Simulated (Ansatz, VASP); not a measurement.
LiF in VASP and in Ansatz

Contents of INCAR:

```
SYSTEM = LiF
ALGO = Normal ; EDIFF = 1E-6
ENCUT = 520 ; GGA = PE
ISIF = 2 ; ISMEAR = 0
LASPH = .TRUE. ; LCHARG = .FALSE.
LREAL = .FALSE. ; LWAVE = .FALSE.
NBANDS = 12 ; NELM = 60
PREC = Accurate ; SIGMA = 0.02
```

The input KPOINTS:

```
k-points
0
G
  10 10 10
  0 0 0
```

POSCAR

```
LiF
1.0
    0.0000000000      2.0738902587      2.0738902587
    2.0738902587      0.0000000000      2.0738902587
    2.0738902587      2.0738902587      0.0000000000
Li F
1 1
Direct
    0.5000000000      0.5000000000      0.5000000000
    0.0000000000      0.0000000000      0.0000000000
```

Input for Ansatz:

```yaml
crystal:
  lattice:
    - [0.0, 2.0738902587, 2.0738902587]
    - [2.0738902587, 0.0, 2.0738902587]
    - [2.0738902587, 2.0738902587, 0.0]
  atoms:
    - { symbol: Li, position: [0.5, 0.5, 0.5] }
    - { symbol: F, position: [0.0, 0.0, 0.0] }
basis:
  ecutwfc: 420
kpoints:
  mp_grid: { grid: [10, 10, 10] }
hamiltonian:
  xc: pbe
scf:
  occupations: { method: gaussian, width: 0.02 }
output:
  forces: true
  stress: true
  eigenvalues: true
```

Alike in both runs: task single point; functional PBE; k mesh 10 × 10 × 10; occupations gaussian, width 0.02 eV; no spin polarisation.

|  | VASP | Ansatz |
| --- | --- | --- |
| version | VASP 6.6.1 | Ansatz 0.2.0 |
| potentials or method | VASP PAW PBE potentials, release 64 (Li_sv, F), cutoff 520 eV | scalar-relativistic, plane waves, PAW |
| valence electrons in the cell | 10 | 10 |

|  | VASP | Ansatz | Ansatz less VASP |
| --- | --- | --- | --- |
| gap on the k mesh at the Fermi level (eV) | 8.35 | 8.35 | +0.002 |
| least direct gap on the mesh (eV) | 8.35 | 8.35 | +0.002 |

The functional is the same, so the differences come from potentials, cutoffs and numerics.

Noted on VASP's run: the cutoff is short for stress, so the pressure is rough.
